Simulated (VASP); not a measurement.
Input of a VASP 6.6.1 run:

File INCAR:

```
SYSTEM = InPt3
  PREC = Accurate
  ENCUT = 520
  EDIFF = 1E-7
  ISMEAR = -1
  SIGMA = 0.05
  LREAL = .FALSE.
  LASPH = .TRUE.
  NELM = 100
  ALGO = Normal
  ISIF = 2
  LWAVE = .FALSE.
  LCHARG = .TRUE.
  GGA = PS
  LELF = .TRUE.
  LVHAR = .TRUE.
  NBANDS = 30
```

Contents of KPOINTS:

```
Automatic mesh
0
G
  10 10 10
  0 0 0
```

POSCAR

```
InPt3
1.0
    3.9746621077      0.0000000000      0.0000000000
    0.0000000000      3.9746621077      0.0000000000
    0.0000000000      0.0000000000      3.9746621077
In Pt
1 3
Direct
    0.0000000000      0.0000000000      0.0000000000
    0.5000000000      0.5000000000      0.0000000000
    0.0000000000      0.5000000000      0.5000000000
    0.5000000000      0.0000000000      0.5000000000
```

Potentials or basis: VASP PAW PBE potentials, release 64 (In_d, Pt).

Command:

```sh
$ cat potpaw_PBE.64/In_d/POTCAR potpaw_PBE.64/Pt/POTCAR > POTCAR
$ mpirun -np 1 vasp_std > vasp.out
```

(1) Estimate the pressure.

Results:

(1) 3.1 GPa.

Caveat: the PAW data sets were made with another functional, which shifts forces and pressure a little.
